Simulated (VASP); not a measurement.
## B19N17 (a cell with a defect) (B_N): single point with PBE

Crystal: B19N17 (a cell with a defect) (B_N).

```
B N
1.0
     7.46503    0.00000    0.00000
    -3.73252    6.46491    0.00000
     0.00000    0.00000    6.49548
B N
19 17
Direct
  0.10658 0.22819 0.25059
  0.22829 0.10623 0.74994
  0.10545 0.56001 0.24976
  0.22846 0.43986 0.74879
  0.10545 0.89455 0.25000
  0.22748 0.77252 0.75000
  0.43541 0.21914 0.25111
  0.56022 0.10609 0.74952
  0.43473 0.56527 0.25000
  0.56066 0.43934 0.75000
  0.54989 0.45011 0.25000
  0.43999 0.89455 0.25024
  0.56014 0.77154 0.75121
  0.77214 0.22786 0.25000
  0.89426 0.10574 0.75000
  0.78086 0.56459 0.24889
  0.89391 0.43978 0.75048
  0.77181 0.89342 0.24941
  0.89377 0.77171 0.75006
  0.11678 0.21640 0.74961
  0.21144 0.11170 0.25114
  0.11689 0.55000 0.74980
  0.21147 0.45003 0.25040
  0.11683 0.88317 0.75000
  0.21671 0.78329 0.25000
  0.44965 0.21550 0.74921
  0.54954 0.11127 0.25088
  0.44940 0.55060 0.75000
  0.45000 0.88311 0.75020
  0.54997 0.78853 0.24960
  0.78350 0.21650 0.75000
  0.88318 0.11682 0.25000
  0.78450 0.55035 0.75079
  0.88873 0.45046 0.24912
  0.78360 0.88322 0.75039
  0.88830 0.78856 0.24886
```

```yaml
Program: VASP 6.6.1
Task: single point
Functional: PBE
Potentials_or_basis: VASP PAW PBE potentials, release 64 (B, N)
Cutoff: 520 eV
k_mesh: 1 × 1 × 1, shifted
Occupations: gaussian, width 0.01 eV
Spin: no spin polarisation
Dipole_correction: no
Charge: -2
Further_INCAR_settings: LREAL = Auto; ALGO = Normal; EDIFF = 1e-06; NBANDS = 95; NELECT = 144.0
```

The largest force is 0.356 eV/Å.

Forces in eV/Å, atoms in the order of the input:
```
B   -0.105 -0.035 -0.008
B    0.205 -0.102 -0.031
B   -0.160  0.145 -0.002
B    0.197 -0.129  0.067
B   -0.228  0.131  0.000
B    0.207 -0.119  0.000
B   -0.342  0.097 -0.017
B    0.175 -0.093  0.021
B   -0.081  0.047  0.000
B    0.184 -0.106  0.000
B    0.178 -0.103  0.000
B   -0.205  0.066  0.002
B    0.210 -0.106 -0.067
B   -0.187  0.108  0.000
B    0.122 -0.070  0.000
B   -0.255  0.248  0.017
B    0.168 -0.105 -0.021
B   -0.023  0.109  0.008
B    0.190 -0.127  0.031
N   -0.180  0.157 -0.008
N    0.215 -0.128  0.005
N   -0.219  0.125 -0.010
N    0.166 -0.030  0.009
N   -0.209  0.121  0.000
N    0.143 -0.082  0.000
N   -0.168  0.097  0.026
N    0.296 -0.006  0.000
N   -0.197  0.114  0.000
N   -0.218  0.127  0.010
N    0.109 -0.129 -0.009
N   -0.121  0.070  0.000
N    0.158 -0.091  0.000
N   -0.169  0.097 -0.026
N    0.153 -0.254  0.000
N   -0.226  0.077  0.008
N    0.219 -0.122 -0.005
```

Levels at points of the mesh, in eV from the Fermi level:
| k point | band 68 | band 69 | band 70 | band 71 | band 72 | band 73 | band 74 | band 75 | band 76 | band 77 |
| --- | --- | --- | --- | --- | --- | --- | --- | --- | --- | --- |
| (0.25, 0.25, 0.25) | -3.50 | -3.22 | -1.11 | -0.92 | -0.06 | 1.13 | 1.19 | 1.21 | 2.07 | 2.49 |

Wall time 120 s on 1 thread of Intel(R) Xeon(R) 6975P-C (Granite Rapids) (shared host), peak memory 0.39 GiB.

Caveat: the k points lie up to 0.97 Å⁻¹ apart; the cell carries a net charge on a neutralising background, which shifts energy and pressure; the cell is charged against a uniform background, so pressure and absolute levels hang on convention.
